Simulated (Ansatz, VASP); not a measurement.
## One calculation of Pt, two programs

The input INCAR:

```
SYSTEM = Pt
PREC = Accurate
ENCUT = 520
EDIFF = 1E-7
ISMEAR = -1
SIGMA = 0.1
LREAL = .False.
LASPH = .True.
NELM = 80
ALGO = Normal
ISIF = 2
LWAVE = .False.
LCHARG = .True.
GGA = PS
LELF = .True.
LVHAR = .True.
NBANDS = 22
```

KPOINTS

```
Automatic mesh
0
Gamma
  9 9 13
  0 0 0
```

The input POSCAR:

```
Pt
1.0
    4.4129501817      0.0000000000      0.0000000000
   -2.2064750909      3.8217269630      0.0000000000
    0.0000000000      0.0000000000      2.6307271197
Pt
3
Direct
    1.0000000000      0.0000000000      0.0000000000
    0.3333333333      0.6666666667      0.5000000000
    0.6666666667      0.3333333333      0.5000000000
```

Input for Ansatz:

```yaml
crystal:
  lattice:
    - [4.4129501817, 0.0, 0.0]
    - [-2.2064750909, 3.821726963, 0.0]
    - [0.0, 0.0, 2.6307271197]
  atoms:
    - { symbol: Pt, position: [1.0, 0.0, 0.0] }
    - { symbol: Pt, position: [0.3333333333, 0.6666666667, 0.5] }
    - { symbol: Pt, position: [0.6666666667, 0.3333333333, 0.5] }
hamiltonian:
  xc: pbesol
  pseudopotentials:
    kind: paw
    azcp:
      Pt: "pseudopotentials/Pt.paw.azcp"
basis:
  ecutwfc: 420
  fft_grid_basis: typed
kpoints:
  mp_grid: { grid: [9, 9, 13], shift: [0, 0, 0] }
magnetization:
  spin_polarized: false
scf:
  occupations: { method: fermi_dirac, width: 0.1 }
  lower_state_search: "off"
output:
  stress: true
```

Alike in both runs: task single point; functional PBEsol; k mesh 9 × 9 × 13; occupations fermi-dirac, width 0.1 eV; no spin polarisation.

|  | VASP | Ansatz |
| --- | --- | --- |
| version | VASP 6.6.1 | Ansatz 0.2.0 |
| potentials or method | VASP PAW PBE potentials, release 64 (Pt), cutoff 520 eV | plane waves (420 eV) with PAW, scalar-relativistic |
| valence electrons in the cell | 30 | 54 |

Ansatz gave:

| Item | Value |
| --- | --- |
| pressure (GPa) | 12.4 |
| traceless stress, the component that is largest in VASP (GPa) | 0.85 |

Task: What did VASP give for the same quantities?

Result: Pressure (GPa): 12.0; traceless stress, the component that is largest in VASP (GPa): 0.87.

VASP's potentials were made for PBE, not for PBEsol, and Ansatz warns of the same on its side. VASP's potentials hold 30 valence electrons a cell and Ansatz's 54, so a difference there can come from the potentials and not from the codes.

Neither program's run includes spin-orbit coupling.
